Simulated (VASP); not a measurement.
# SiF (Pm-3m) in VASP: a series of runs

The runs below take SiF through single point, relaxation of cell and atoms, with PBEsol+D3(BJ), PBEsol+D4, PBE.

Everything below comes from runs of VASP 6.6.1. Logs are shortened: lines on timing, memory, paths and dates and some standing lists are left out, and cuts for length are marked.

## 1. The cell of the first run

The structure is cubic, space group Pm-3m (No. 221). The conventional cell has a = 3.029 Å, b = 3.029 Å, c = 3.029 Å, α = 90.00°, β = 90.00°, γ = 90.00°. Si (site symmetry m-3m) has 8 F at 2.62 Å and 6 Si at 3.03 Å within 3.5 Å. Within 3.5 Å of F (site symmetry m-3m) lie 8 Si at 2.62 Å and 6 F at 3.03 Å.

## 2. Single point, PBEsol+D3(BJ)

INCAR

```
ALGO     = Normal         # electronic algorithm
EDIFF    = 1E-6           # SCF threshold, eV
ENCUT    = 520            # plane-wave cutoff, eV
GGA      = PS             # functional
ISIF     = 2              # what is computed and relaxed
ISMEAR   = -1             # smearing method
IVDW     = 12             # dispersion correction
LASPH    = True           # aspherical terms in the spheres
LCHARG   = False          # write CHGCAR
LREAL    = False          # projectors in reciprocal space
LWAVE    = False          # write WAVECAR
NBANDS   = 12             # bands
NELM     = 100            # most SCF steps
PREC     = Accurate       # precision mode
SIGMA    = 0.05           # smearing width, eV
```

KPOINTS

```
k-points
0
Gamma
  9 9 9
```

POSCAR

```
SiF
1.0
    3.0286000000      0.0000000000      0.0000000000
    0.0000000000      3.0286000000      0.0000000000
    0.0000000000      0.0000000000      3.0286000000
Si F
1 1
Direct
    0.5000000000      0.5000000000      0.5000000000
    0.0000000000      0.0000000000      0.0000000000
```

Potentials or basis: VASP PAW PBE potentials, release 64 (Si, F).

On the command line:

```sh
$ cat potpaw_PBE.64/Si/POTCAR potpaw_PBE.64/F/POTCAR > POTCAR
$ mpirun -np 1 vasp_std > vasp.out
```

OUTCAR:

```text
EDIFF = 1E-6
   ENCUT = 520
   GGA = PS
   ISIF = 2
   ISMEAR = -1
   IVDW = 12
   LASPH = True
   LREAL = False
   NELM = 100
   PREC = Accurate
 IVDW          = 12

 ion  position               nearest neighbor table
   1  0.500  0.500  0.500-
   2  0.000  0.000  0.000-

  LATTYP: Found a simple cubic cell.
 ALAT       =     3.0286000000

  Lattice vectors:

 A1 = (   3.0286000000,   0.0000000000,   0.0000000000)
 A2 = (   0.0000000000,   3.0286000000,   0.0000000000)
 A3 = (   0.0000000000,   0.0000000000,   3.0286000000)

Analysis of symmetry for initial positions (statically):
=====================================================================
 Subroutine PRICEL returns:
 Original cell was already a primitive cell.

 Routine SETGRP: Setting up the symmetry group for a
 simple cubic supercell.

 Subroutine GETGRP returns: Found 48 space group operations
 (whereof 48 operations were pure point group operations)
 out of a pool of 48 trial point group operations.

The static configuration has the point symmetry O_h .

Analysis of symmetry for dynamics (positions and initial velocities):
=====================================================================
 Subroutine PRICEL returns:
 Original cell was already a primitive cell.

 Routine SETGRP: Setting up the symmetry group for a
 simple cubic supercell.

 Subroutine GETGRP returns: Found 48 space group operations
 (whereof 48 operations were pure point group operations)
 out of a pool of 48 trial point group operations.

The dynamic configuration has the point symmetry O_h .

 Subroutine INISYM returns: Found 48 space group operations
 (whereof 48 operations are pure point group operations),
 and found     1 'primitive' translations

----------------------------------------------------------------------------------------

                                     Primitive cell

  volume of cell :      27.7796

  direct lattice vectors                    reciprocal lattice vectors
     3.028600000  0.000000000  0.000000000     0.330185564  0.000000000  0.000000000
     0.000000000  3.028600000  0.000000000     0.000000000  0.330185564  0.000000000
     0.000000000  0.000000000  3.028600000     0.000000000  0.000000000  0.330185564

  length of vectors
     3.028600000  3.028600000  3.028600000     0.330185564  0.330185564  0.330185564

  position of ions in fractional coordinates (direct lattice)
     0.500000000  0.500000000  0.500000000
     0.000000000  0.000000000  0.000000000

  ion indices of the primitive-cell ions
   primitive index   ion index
                 1           1
[... 83 lines left out ...]
   PSTRESS=    0.0 pullay stress
   NELECT =      11.0000    total number of electrons
   NUPDOWN=      -1.0000    fix difference up-down
   EMIN   =  10.00;   EMAX   =-10.00  energy-range for DOS
   EFERMI =   0.00;   METHOD = LEGACY
   ISMEAR =    -1;   SIGMA  =   0.05  broadening in eV -4-tet -1-fermi 0-gaus
   EFERMI_NEDOS =   21; number of points for ismear=-14 and -15
   IALGO  =     38    algorithm
   IMIX   =      4    mixing-type and parameters
     AMIX     =   0.40;   BMIX     =  1.00
     AMIX_MAG =   1.60;   BMIX_MAG =  1.00
  volume/ion in A,a.u.               =      13.89        93.73
  Fermi-wavevector in a.u.,A,eV,Ry     =   1.202164  2.271761 19.663124  1.445199
  Thomas-Fermi vector in A             =   2.337953
   LORBIT       =      0    0 simple, 1 ext, 2 COOP (PROOUT), +10 PAW based schemes
   GGA     = PS    functional components
   LHFCALC =     F    Hartree Fock is set to
   AEXX    =    0.0000 exact exchange contribution
   IVDW    =    12    specifies the selected vdW correction
   LEPSILON=     F    determine dielectric tensor
   LRPA    =     F    only Hartree local field effects (RPA)
 non-spin polarized calculation
  energy-cutoff  :      520.00
  volume of cell :       27.78
 maximum number of plane-waves:       756
 NGX is ok and might be reduce to    24
   NGX = 11   NGY = 11   NGZ = 11

 number of electron      11.0000013 magnetization

 Free energy of the ion-electron system (eV)
  ---------------------------------------------------
  ext. energy  EPLUGINS =         0.00000000
  ---------------------------------------------------
  free energy    TOTEN  =        -8.36939481 eV

  energy without entropy =       -8.35172148  energy(sigma->0) =       -8.36055815

 E-fermi :   5.7100     XC(G=0): -10.4782

 val. band max:        5.6746424449   @ k =   0.4444   0.4444   0.4444
 cond. band min:       5.7348977217   @ k =   0.4444   0.3333   0.0000
 fundamental gap:      0.0602552768
 Fermi energy:         5.7100124464

 k-point     1 :       0.0000    0.0000    0.0000
  band No.  band energies     occupation
      1     -18.3111      2.00000
      2      -3.2339      2.00000
      3       0.4698      2.00000
      4       0.4698      2.00000
      5       0.4698      2.00000
      6      10.8814      0.00000
      7      10.8814      0.00000
      8      10.8814      0.00000
      9      11.4729      0.00000
     10      11.4729      0.00000
     11      21.6400      0.00000
     12      22.6413      0.00000
[... 331 lines left out ...]
 k-point    24 :       0.4444    0.3333    0.1111
  band No.  band energies     occupation
      1     -17.9250      2.00000
      2      -2.5236      2.00000
      3      -1.0360      2.00000
      4       0.7331      2.00000
      5       1.5635      2.00000
      6       5.7740      0.43494
      7       6.8277      0.00000
      8      10.7143      0.00000
      9      13.4733      0.00000
     10      17.2064      0.00000
     11      18.0787      0.00000
     12      18.3824      0.00000

 [... further k-points ...]

------------------------ aborting loop because EDIFF is reached ----------------------------------------

 Edisp (eV)   -0.40696

 E8    (eV) :    -0.2433

  FORCE on cell =-STRESS in cart. coord.  units (eV):
  Direction    XX          YY          ZZ          XY          YZ          ZX
  --------------------------------------------------------------------------------------
  -------------------------------------------------------------------------------------
  Total      -0.92257    -0.92257    -0.92257    -0.00000     0.00000    -0.00000
  in kB     -53.20873   -53.20873   -53.20873    -0.00000     0.00000    -0.00000
  external pressure =      -53.21 kB  Pullay stress =        0.00 kB

 VOLUME and BASIS-vectors are now :
 -----------------------------------------------------------------------------
  energy-cutoff  :      520.00
  volume of cell :       27.78
      direct lattice vectors                 reciprocal lattice vectors
     3.028600000  0.000000000  0.000000000     0.330185564  0.000000000  0.000000000
     0.000000000  3.028600000  0.000000000     0.000000000  0.330185564  0.000000000
     0.000000000  0.000000000  3.028600000     0.000000000  0.000000000  0.330185564

 POSITION                                       TOTAL-FORCE (eV/Angst)
 -----------------------------------------------------------------------------------
      1.51430      1.51430      1.51430         0.000000      0.000000      0.000000
      0.00000      0.00000      0.00000         0.000000      0.000000      0.000000
 -----------------------------------------------------------------------------------
    total drift:                                0.000000      0.000000      0.000000

  FREE ENERGIE OF THE ION-ELECTRON SYSTEM (eV)
  ---------------------------------------------------
  free  energy   TOTEN  =        -8.7763592489 eV

  energy  without entropy=       -8.7586859193  energy(sigma->0) =       -8.76752258
```

OSZICAR:

```text
N       E                     dE             d eps       ncg     rms          rms(c)
DAV:   1     0.243163966734E+02    0.24316E+02   -0.49220E+03   840   0.774E+02
DAV:   2    -0.807082768262E+01   -0.32387E+02   -0.30984E+02  1064   0.144E+02
DAV:   3    -0.905314498592E+01   -0.98232E+00   -0.96092E+00  1024   0.215E+01
DAV:   4    -0.905607936507E+01   -0.29344E-02   -0.29339E-02   932   0.150E+00
DAV:   5    -0.905609307623E+01   -0.13711E-04   -0.13711E-04  1012   0.101E-01    0.478E+00
DAV:   6    -0.845131199452E+01    0.60478E+00   -0.51241E+00   848   0.161E+01    0.265E+00
DAV:   7    -0.838364407363E+01    0.67668E-01   -0.45434E-01   916   0.464E+00    0.815E-01
DAV:   8    -0.837036887402E+01    0.13275E-01   -0.80114E-02   868   0.205E+00    0.173E-01
DAV:   9    -0.836935129860E+01    0.10176E-02   -0.49083E-03   912   0.405E-01    0.738E-02
DAV:  10    -0.836938872079E+01   -0.37422E-04   -0.14165E-04   996   0.851E-02    0.301E-02
DAV:  11    -0.836939520855E+01   -0.64878E-05   -0.45215E-05   964   0.466E-02    0.508E-03
DAV:  12    -0.836939481374E+01    0.39481E-06   -0.60608E-06   868   0.149E-02
   1 F= -.87763592E+01 E0= -.87675226E+01  d E =-.176733E-01
```

stdout:

```text
POSCAR found type information on POSCAR SiF
 POSCAR found :  2 types and       2 ions
 scaLAPACK will be used
 -----------------------------------------------------------------------------
|                                                                             |
|                                                                             |
|     You enforced a specific xc type in the INCAR file but a different       |
|     I HOPE YOU KNOW WHAT YOU ARE DOING!                                     |
|                                                                             |
 -----------------------------------------------------------------------------

 LDA part: xc-table for (Slater+PW92), standard interpolation
 POSCAR, INCAR and KPOINTS ok, starting setup
 FFT: planning ... GRIDC
 FFT: planning ... GRID_SOFT
 FFT: planning ... GRID
 WAVECAR not read
 entering main loop
```

It took 4.5 s on 1 thread of Intel Xeon 6975P-C (Granite Rapids), shared host; peak memory 0.14 GiB.

Results:

```
Free energy                : -8.7764 eV
Pressure                   : -5.3 GPa
Dispersion energy per atom : -0.203 eV
```

Caveat: three body term missing; the PAW data sets were made with another functional, which shifts forces and pressure a little; an odd number of electrons without spin polarisation forces a metal; a magnetic or distorted state may lie lower; pairwise dispersion overbinds metals, which lowers pressure and volume.

## 3. Single point, PBEsol+D4

This run uses another cell than the first one, of 13.63 Å³/atom, 0.982 times its volume.

INCAR

```
ALGO = Normal ; EDIFF = 1E-6
ENCUT = 520 ; GGA = PS
ISIF = 2 ; ISMEAR = -1
IVDW = 13 ; LASPH = T
LCHARG = F ; LREAL = F
LWAVE = F ; NBANDS = 12
NELM = 60 ; PREC = Accurate
SIGMA = 0.05
```

KPOINTS is that of step 2.

POSCAR

```
SiF
1.0
    3.0098081596      0.0000000000      0.0000000000
    0.0000000000      3.0098081596      0.0000000000
    0.0000000000      0.0000000000      3.0098081596
Si F
1 1
Direct
    0.5000000000      0.5000000000      0.5000000000
    0.0000000000      0.0000000000      0.0000000000
```

Potentials or basis: VASP PAW PBE potentials, release 64 (Si, F).

On the command line:

```sh
$ cat potpaw_PBE.64/Si/POTCAR potpaw_PBE.64/F/POTCAR > POTCAR
$ mpirun -np 1 vasp_std > vasp.out
```

It took 6.5 s on 1 thread of Intel Xeon 6975P-C (Granite Rapids), shared host; peak memory 0.13 GiB.

The run converged. Its results:

- Free energy: -8.7009 eV
- Pressure: -0.2 GPa
- Dispersion energy per atom: -0.161 eV

Levels at points of the mesh, in eV from the Fermi level:
```
           k point  band 2  band 3  band 4  band 5  band 6  band 7  band 8  band 9
(0.00, 0.00, 0.00)   -8.99   -5.34   -5.34   -5.34    5.28    5.28    5.28    5.73
```

Caveat: the PAW data sets were made with another functional, which shifts forces and pressure a little; an odd number of electrons without spin polarisation forces a metal; a magnetic or distorted state may lie lower; pairwise dispersion overbinds metals, which lowers pressure and volume.

## 4. Relaxation of cell and atoms, PBEsol+D3(BJ)

INCAR

```
SYSTEM = SiF
PREC = Accurate
ENCUT = 600
EDIFF = 1E-7
ISMEAR = -1
SIGMA = 0.05
LREAL = .FALSE.
LASPH = .TRUE.
NELM = 100
ALGO = Normal
ISIF = 3
LWAVE = .FALSE.
LCHARG = .FALSE.
GGA = PS
IVDW = 12
IBRION = 2
NSW = 60
EDIFFG = -0.01
```

KPOINTS

```
Automatic mesh
0
G
  9 9 9
  0 0 0
```

POSCAR

```
SiF
1.0
    3.0286000000      0.0000000000      0.0000000000
    0.0000000000      3.0286000000      0.0000000000
    0.0000000000      0.0000000000      3.0286000000
Si F
1 1
Direct
    0.5000000000      0.5000000000      0.5000000000
    0.0000000000      0.0000000000      0.0000000000
```

On the command line:

```sh
$ cat potpaw_PBE.64/Si/POTCAR potpaw_PBE.64/F/POTCAR > POTCAR
$ mpirun -np 1 vasp_std > vasp.out
```

It took 12 s on 1 thread of Intel Xeon 6975P-C (Granite Rapids), shared host; peak memory 0.15 GiB.

Results (log left out):

* Free energy: -8.8036 eV
* Relaxed volume: 13.19 Å³/atom
* Relaxed cell: a = 2.977 Å, b = 2.977 Å, c = 2.977 Å, α = 90.00°, β = 90.00°, γ = 90.00°
* Space group after relaxing (to 0.05 Å): Pm-3m (No. 221)
* Energy gained by relaxing: 13.0 meV/atom
* Ionic steps: 5
* Pressure after relaxing: 0.0 GPa
* Dispersion energy per atom: -0.208 eV

The path:
```csv
step,energy change (eV),largest force (eV/Å),pressure (GPa),volume (Å³)
1,0.0000,0.0000,-5.34,27.78
2,-0.0248,0.0000,0.82,25.96
3,-0.0258,0.0000,0.41,26.22
4,-0.0260,0.0000,0.15,26.32
5,-0.0260,0.0000,-0.03,26.38
```

Final structure:
```
Si F
1.0
     2.97685    0.00000    0.00000
     0.00000    2.97685    0.00000
     0.00000    0.00000    2.97685
Si F
1 1
Direct
  0.50000 0.50000 0.50000
  0.00000 0.00000 0.00000
```

Levels at points of the mesh, in eV from the Fermi level:
```csv
k point,band 1,band 2,band 3,band 4,band 5,band 6,band 7,band 8,band 9
"(0.00, 0.00, 0.00)",-24.40,-9.08,-5.53,-5.53,-5.53,5.47,5.47,5.47,5.66
```

Caveat: the PAW data sets were made with another functional, which shifts forces and pressure a little; an odd number of electrons without spin polarisation forces a metal; a magnetic or distorted state may lie lower; pairwise dispersion overbinds metals, which lowers pressure and volume.

## 5. Relaxation of cell and atoms, PBEsol+D4

INCAR

```
PREC = Accurate
ENCUT = 600
EDIFF = 1E-6
ISMEAR = -1
SIGMA = 0.05
LREAL = False
LASPH = True
NELM = 80
ALGO = Normal
ISIF = 3
LWAVE = False
LCHARG = False
GGA = PS
IVDW = 13
IBRION = 2
NSW = 60
EDIFFG = -0.01
```

KPOINTS

```
regular mesh
0
Gamma
  9 9 9
```

POSCAR is that of step 4.

On the command line:

```sh
$ cat potpaw_PBE.64/Si/POTCAR potpaw_PBE.64/F/POTCAR > POTCAR
$ mpirun -np 1 vasp_std > vasp.out
```

Wall time 10 s (1 thread of Intel Xeon 6975P-C (Granite Rapids), shared host); peak memory 0.14 GiB.

The run converged. Its results:

```
Free energy                            : -8.7014 eV
Relaxed volume                         : 13.05 Å³/atom
Relaxed cell                           : a = 2.967 Å, b = 2.967 Å, c = 2.967 Å, α = 90.00°, β = 90.00°, γ = 90.00°
Space group after relaxing (to 0.05 Å) : Pm-3m (No. 221)
Energy gained by relaxing              : 2.7 meV/atom
Ionic steps                            : 4
Pressure after relaxing                : -0.1 GPa
Dispersion energy per atom             : -0.158 eV
```

The path:
```tsv
step	energy change (eV)	largest force (eV/Å)	pressure (GPa)	volume (Å³)
1	0.0000	0.0000	-4.11	27.78
2	-0.0050	0.0000	-0.26	26.37
3	-0.0051	0.0000	-0.28	26.28
4	-0.0054	0.0000	-0.09	26.11
```

Final structure:
```
CELL_PARAMETERS angstrom
2.96656 0.00000 0.00000
0.00000 2.96656 0.00000
0.00000 0.00000 2.96656
ATOMIC_POSITIONS crystal
Si 0.50000 0.50000 0.50000
F 0.00000 0.00000 0.00000
```

Levels at points of the mesh, in eV from the Fermi level:
| k point | band 1 | band 2 | band 3 | band 4 | band 5 | band 6 | band 7 | band 8 | band 9 |
| --- | --- | --- | --- | --- | --- | --- | --- | --- | --- |
| (0.00, 0.00, 0.00) | -24.48 | -9.11 | -5.59 | -5.59 | -5.59 | 5.53 | 5.53 | 5.53 | 5.64 |

Caveat: the PAW data sets were made with another functional, which shifts forces and pressure a little; an odd number of electrons without spin polarisation forces a metal; a magnetic or distorted state may lie lower; pairwise dispersion overbinds metals, which lowers pressure and volume.

## 6. Single point, PBE

This run uses another cell than the first one, of 13.06 Å³/atom, 0.940 times its volume.

INCAR

```
PREC = Accurate ; ENCUT = 520
EDIFF = 1E-7 ; ISMEAR = -1
SIGMA = 0.05 ; LREAL = F
LASPH = T ; NELM = 80
ALGO = Normal ; ISIF = 2
LWAVE = F ; LCHARG = T
GGA = PE ; LELF = T
LVHAR = T ; NBANDS = 12
```

KPOINTS

```
Automatic mesh
0
Gamma
  9 9 9
```

POSCAR

```
SiF
1.0
    2.9667744889      0.0000000000      0.0000000000
    0.0000000000      2.9667744889      0.0000000000
    0.0000000000      0.0000000000      2.9667744889
Si F
1 1
Direct
    0.5000000000      0.5000000000      0.5000000000
    0.0000000000      0.0000000000      0.0000000000
```

Potentials or basis: VASP PAW PBE potentials, release 64 (Si, F).

On the command line:

```sh
$ cat potpaw_PBE.64/Si/POTCAR potpaw_PBE.64/F/POTCAR > POTCAR
$ mpirun -np 1 vasp_std > vasp.out
```

Wall time 15 s (1 thread of Intel Xeon 6975P-C, shared host); peak memory 0.14 GiB.

The run converged. Its results:

```
Free energy : -7.7506 eV
Pressure    : 5.2 GPa
```

Levels at points of the mesh, in eV from the Fermi level:
```csv
k point,band 2,band 3,band 4,band 5,band 6,band 7,band 8,band 9
"(0.00, 0.00, 0.00)",-9.14,-5.57,-5.57,-5.57,5.51,5.51,5.51,5.70
```

Caveat: an odd number of electrons without spin polarisation forces a metal; a magnetic or distorted state may lie lower.

## 7. Overview

```csv
task,level,cell,cutoff (eV),gap on the mesh (eV),pressure (GPa),relaxed volume (Å³/atom)
single point,PBEsol+D3(BJ),"a = 3.029 Å, 2 atoms",520,none,-5.3,-
single point,PBEsol+D4,"a = 3.010 Å, 2 atoms",520,none,-0.2,-
relaxation of cell and atoms,PBEsol+D3(BJ),"relaxed from a = 3.029 Å, 2 atoms",600,none,0.0,13.19
relaxation of cell and atoms,PBEsol+D4,"relaxed from a = 3.029 Å, 2 atoms",600,none,-0.1,13.05
single point,PBE,"a = 2.967 Å, 2 atoms",520,none,5.2,-
```

Alike in all rows: potentials or basis VASP PAW PBE potentials, release 64 (Si, F); no spin polarisation; k mesh 9 × 9 × 9; smearing fermi-dirac 0.05 eV.

Caveats: an odd number of electrons without spin polarisation forces a metal; a magnetic or distorted state may lie lower; the PAW data sets were made with another functional, which shifts forces and pressure a little (some runs); pairwise dispersion overbinds metals, which lowers pressure and volume (some runs); three body term missing (some runs).

Total energies depend on the potentials used, so only differences within one code and one set of settings carry meaning.
